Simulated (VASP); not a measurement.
A run of VASP 6.6.1 is set up as follows.

INCAR

```
SYSTEM = CaO
PREC = Accurate
ENCUT = 520
EDIFF = 1E-6
ISMEAR = 0
SIGMA = 0.01
LREAL = .FALSE.
LASPH = .TRUE.
NELM = 100
ALGO = Normal
ISIF = 2
LWAVE = .FALSE.
LCHARG = .TRUE.
GGA = PE
LELF = .TRUE.
LVHAR = .TRUE.
NBANDS = 15
```

The input KPOINTS:

```
regular mesh
0
G
  6 6 6
  0 0 0
```

The input POSCAR:

```
CaO
1.0
   -0.0755630935      2.3939135201      2.3939135201
    2.3939135201     -0.0755630935      2.3939135201
    2.3939135201      2.3939135201     -0.0755630935
Ca O
1 1
Direct
    0.0000000000      0.0000000000      0.0000000000
    0.5000000000      0.5000000000      0.5000000000
```

Potentials or basis: VASP PAW PBE potentials, release 64 (Ca_sv, O).

Command:

```console
$ cat potpaw_PBE.64/Ca_sv/POTCAR potpaw_PBE.64/O/POTCAR > POTCAR
$ mpirun -np 1 vasp_std > vasp.out
```

Q: Predict the band gap on the k mesh.

A: 3.53 eV, indirect (least direct gap 3.94 eV).

Q: Predict the pressure.

A: -1.6 GPa.

Stress tensor (GPa, compression positive):
```
-1.56  2.15  2.15
 2.15 -1.56  2.15
 2.15  2.15 -1.56
```

Caveat: the cell differs from its parent crystal (epitaxial 111 strain +3.0%). A k mesh can miss the band edges.
